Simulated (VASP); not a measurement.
Set up this calculation in VASP 6.6.1, as the native input.

| Item | Value |
| --- | --- |
| Task | single point |
| Functional | LDA |
| Potentials or basis | VASP PAW LDA potentials, release 64 (Zr_sv, B) |
| Cutoff | 520 eV |
| k mesh | 12 × 12 × 9 |
| Occupations | fermi-dirac, width 0.05 eV |
| Spin | no spin polarisation |
| Dipole correction | no |
| Further INCAR settings | ALGO = Normal; EDIFF = 1e-07; NBANDS = 16 |

The structure of ZrB2 lies in POSCAR:

```
ZrB2
1.0
    3.1333498272      0.0000000000      0.0000000000
   -1.5666749137      2.7135605494      0.0000000000
    0.0000000000      0.0000000000      3.5200000000
Zr B
1 2
Direct
    0.0000000000      0.0000000000      0.0000000000
    0.3333333333      0.6666666667      0.5000000000
    0.6666666667      0.3333333333      0.5000000000
```

This cell differs from its parent crystal: equal xx and yy strain of -1 %.

One way to write it, as run:

INCAR

```
SYSTEM = ZrB2
  PREC = Accurate
  ENCUT = 520
  EDIFF = 1E-7
  ISMEAR = -1
  SIGMA = 0.05
  LREAL = .False.
  LASPH = .True.
  NELM = 100
  ALGO = Normal
  ISIF = 2
  LWAVE = .False.
  LCHARG = .True.
  LELF = .True.
  LVHAR = .True.
  NBANDS = 16
```

KPOINTS

```
regular mesh
0
Gamma
  12 12 9
  0 0 0
```

Potentials or basis: VASP PAW LDA potentials, release 64 (Zr_sv, B).

Command:

```bash
$ cat potpaw_LDA.64/Zr_sv/POTCAR potpaw_LDA.64/B/POTCAR > POTCAR
$ mpirun -np 1 vasp_std > vasp.out
```

Results of the run:

The pressure is -1.8 GPa. The band gap on the k mesh is zero (band 9 reaches 11.57 eV, above the bottom of band 10 at 10.19 eV).

Caveat: the cell differs from its parent crystal (equal xx and yy strain of -1 %).

It took 17 s on 1 thread of Intel(R) Xeon(R) Platinum 8559C (Emerald Rapids), on a shared host, peak memory 0.16 GiB.
